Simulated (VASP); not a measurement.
The system is CuO (Tenorite).

```
Cu O
1.0
     2.34465   -1.71340    0.00000
     2.34465    1.71340    0.00000
    -0.86055    0.00000    5.05944
Cu O
2 2
Direct
  0.49680 0.00320 0.50000
  0.00320 0.49680 0.00000
  0.40560 0.57140 0.75370
  0.57140 0.40560 0.25370
```

| Quantity | Value |
| --- | --- |
| Program | VASP 6.6.1 |
| Task | relaxation of cell and atoms |
| Functional | PBEsol |
| Potentials or basis | VASP PAW PBE potentials, release 64 (Cu, O) |
| Cutoff | 600 eV |
| k mesh | 8 × 8 × 4 |
| Occupations | fermi-dirac, width 0.05 eV |
| Spin | no spin polarisation |

At the start: pressure -2.2 GPa; volume 10.16 Å³/atom.

Problem. How do energy, volume and symmetry change on relaxing?

Solution. Over 32 steps the energy falls by 45.3 meV/atom and the volume is 10.67 Å³/atom (+5.0 %); space group Cccm (No. 66, to 0.05 Å).

Step by step:
| step | energy change (eV) | largest force (eV/Å) | pressure (GPa) | volume (Å³) |
| --- | --- | --- | --- | --- |
| 1 | 0.0000 | 0.7608 | -2.18 | 40.65 |
| 2 | -0.0596 | 0.1757 | 1.68 | 39.84 |
| 3 | -0.0599 | 0.1790 | 1.34 | 39.89 |
| 4 | -0.0676 | 0.1764 | -0.03 | 40.31 |
| 5 | -0.0725 | 0.1824 | -1.76 | 40.88 |
| 6 | -0.0771 | 0.1630 | -1.41 | 40.90 |
| 7 | -0.0891 | 0.1047 | -0.63 | 40.98 |
| 8 | -0.1051 | 0.0349 | 0.83 | 41.12 |
| 9 | -0.1002 | 0.3348 | 4.11 | 41.32 |
| 10 | -0.1091 | 0.1613 | 2.37 | 41.21 |
| 11 | -0.1140 | 0.1547 | 2.02 | 41.39 |
| 12 | -0.1260 | 0.1516 | 1.06 | 41.89 |
| 13 | -0.1383 | 0.1712 | -0.82 | 42.86 |
| 14 | -0.1486 | 0.1145 | -0.88 | 42.86 |
| 15 | -0.1666 | 0.0760 | -0.80 | 42.84 |
| 16 | -0.1546 | 0.4453 | -0.13 | 42.70 |
| 17 | -0.1700 | 0.1755 | -0.61 | 42.81 |
| 18 | -0.1739 | 0.1190 | -0.09 | 42.62 |
| 19 | -0.1749 | 0.1089 | 0.59 | 42.46 |
| 20 | -0.1764 | 0.0774 | -0.06 | 42.58 |
| 21 | -0.1766 | 0.0601 | -0.38 | 42.66 |
| 22 | -0.1775 | 0.0151 | -0.04 | 42.58 |
| 23 | -0.1776 | 0.0392 | 0.16 | 42.55 |
| 24 | -0.1786 | 0.0321 | 0.33 | 42.57 |
| 25 | -0.1799 | 0.0292 | 0.44 | 42.63 |
| 26 | -0.1803 | 0.0338 | -0.51 | 42.86 |
| 27 | -0.1804 | 0.0318 | -0.25 | 42.81 |
| 28 | -0.1804 | 0.0319 | -0.40 | 42.82 |
| 29 | -0.1809 | 0.0233 | -0.42 | 42.81 |
| 30 | -0.1811 | 0.0151 | -0.45 | 42.79 |
| 31 | -0.1811 | 0.0091 | 0.64 | 42.53 |
| 32 | -0.1814 | 0.0070 | 0.02 | 42.67 |

Final structure:
```xyz
4
Lattice="2.0799 -2.0006 0.1549 2.0799 2.0006 0.1549 -0.4241 0.0000 5.0956" Properties=species:S:1:pos:R:3 pbc="T T T"
Cu    2.8828    1.0011    2.7876
Cu    3.0949   -1.0011    0.2397
O     1.7375    0.0100    3.9844
O     1.9495   -0.0100    1.4366
```

Caveat: the PAW data sets were made with another functional, which shifts forces and pressure a little.
